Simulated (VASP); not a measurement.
Wanted: the native input for a VASP 6.6.1 run.

```yaml
Task: single point
Functional: PBEsol
Potentials_or_basis: VASP PAW PBE potentials, release 64 (Al)
Cutoff: 520 eV
k_mesh: 20 × 20 × 20
Occupations: gaussian, width 0.15 eV
Spin: no spin polarisation
Dipole_correction: no
Further_INCAR_settings: ALGO = Fast; EDIFF = 1e-06; NBANDS = 8
```

The structure of Al lies in POSCAR:

```
Al
1.0
    0.0000000000      1.9733805000      2.1251790000
    1.9733805000      0.0000000000      2.1251790000
    1.9733805000      1.9733805000      0.0000000000
Al
1
Direct
    0.0000000000      0.0000000000      0.0000000000
```

This cell differs from its parent crystal: strain -0.025 along x and y, +0.050 along z.

One way to write it, as run:

INCAR

```
SYSTEM = Al
ALGO = Fast ; EDIFF = 1E-6
ENCUT = 520 ; GGA = PS
ISIF = 2 ; ISMEAR = 0
LASPH = .True. ; LCHARG = .True.
LELF = .True. ; LREAL = .False.
LVHAR = .True. ; LWAVE = .False.
NBANDS = 8 ; NELM = 100
PREC = Accurate ; SIGMA = 0.15
```

KPOINTS

```
k-points
0
Gamma
  20 20 20
  0 0 0
```

Potentials or basis: VASP PAW PBE potentials, release 64 (Al).

Command:

```console
$ cat potpaw_PBE.64/Al/POTCAR > POTCAR
$ mpirun -np 1 vasp_std > vasp.out
```

It gave:

```
Pressure : -1.4 GPa
```

Caveat: the cell differs from its parent crystal (strain -0.025 along x and y, +0.050 along z); the PAW data sets were made with another functional, which shifts forces and pressure a little.

It took 41 s on 1 thread of Intel Xeon 6975P-C (shared host), peak memory 0.19 GiB.
